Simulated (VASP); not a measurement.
A run of VASP 6.6.1 is set up as follows.

Contents of INCAR:

```
SYSTEM = ZnAs2C
  PREC = Accurate
  ENCUT = 600
  EDIFF = 1E-6
  ISMEAR = -1
  SIGMA = 0.03
  LREAL = .FALSE.
  LASPH = .TRUE.
  NELM = 120
  ALGO = Normal
  ISIF = 2
  LWAVE = .FALSE.
  LCHARG = .FALSE.
  GGA = PS
  NBANDS = 36
  GGA_COMPAT = .FALSE.
```

File KPOINTS:

```
Automatic mesh
0
G
  6 6 2
  0 0 0
```

POSCAR

```
ZnAs2C
1.0
    3.5370527602      0.0000000000      0.0000000000
    0.0000000000      3.5370527602      0.0000000000
    0.0000000000      0.0000000000     10.7153840455
Zn As C
2 4 2
Direct
    0.5000000000      0.0000000000      0.8530845635
    0.0000000000      0.5000000000      0.1469154365
    0.5000000000      0.5000000000      0.0000000000
    0.0000000000      0.0000000000      0.3018708870
    0.5000000000      0.5000000000      0.5000000000
    0.0000000000      0.0000000000      0.6981291130
    0.5000000000      0.0000000000      0.4044982819
    0.0000000000      0.5000000000      0.5955017181
```

Potentials or basis: VASP PAW PBE potentials, release 64 (Zn, As, C).

Run with:

```console
$ cat potpaw_PBE.64/Zn/POTCAR potpaw_PBE.64/As/POTCAR potpaw_PBE.64/C/POTCAR > POTCAR
$ mpirun -np 1 vasp_std > vasp.out
```

(1) Estimate the pressure.

(2) What does it give for the largest force?

Answers

(1) 0.5 GPa.

(2) 0.022 eV/Å.

Caveat: the PAW data sets were made with another functional, which shifts forces and pressure a little.
